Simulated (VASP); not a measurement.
A run of VASP 6.6.1:

INCAR

```
  PREC = Accurate
  ENCUT = 500
  EDIFF = 1E-7
  ISMEAR = 0
  SIGMA = 0.05
  LREAL = False
  LASPH = True
  NELM = 120
  ALGO = Normal
  ISIF = 4
  LWAVE = False
  LCHARG = False
  GGA = PE
  IBRION = 2
  NSW = 60
  EDIFFG = -0.01
  GGA_COMPAT = False
  NELMIN = 4
```

The input KPOINTS:

```
Automatic mesh
0
Gamma
  6 6 6
```

The input POSCAR:

```
SiSe2
1.0
   -3.4040972076      5.6891456492      2.9869315869
    3.4040972076     -5.6891456492      2.9869315869
    3.4040972076      5.6891456492     -2.9869315869
Si Se
2 4
Direct
    0.2500000000      0.2500000000      0.0000000000
    0.7500000000      0.7500000000      0.0000000000
    0.1092324697      0.8146771354      0.9239096050
    0.8907675303      0.1853228646      0.0760903950
    0.6092324697      0.6853228646      0.2945553343
    0.3907675303      0.3146771354      0.7054446657
```

Potentials or basis: VASP PAW PBE potentials, release 64 (Si, Se).

The run is started by

```console
$ cat potpaw_PBE.64/Si/POTCAR potpaw_PBE.64/Se/POTCAR > POTCAR
$ mpirun -np 1 vasp_std > vasp.out
```

Hardware: 1 thread of Intel(R) Xeon(R) Platinum 8259CL CPU @ 2.50GHz (Skylake/Cascade Lake), on a shared host.

Estimate the wall time of this run.

It took 26 min on 1 thread of Intel(R) Xeon(R) Platinum 8259CL CPU @ 2.50GHz (Skylake/Cascade Lake), on a shared host, peak memory 0.53 GiB. Counts: scf iterations 50, k points 46, ion steps 6.
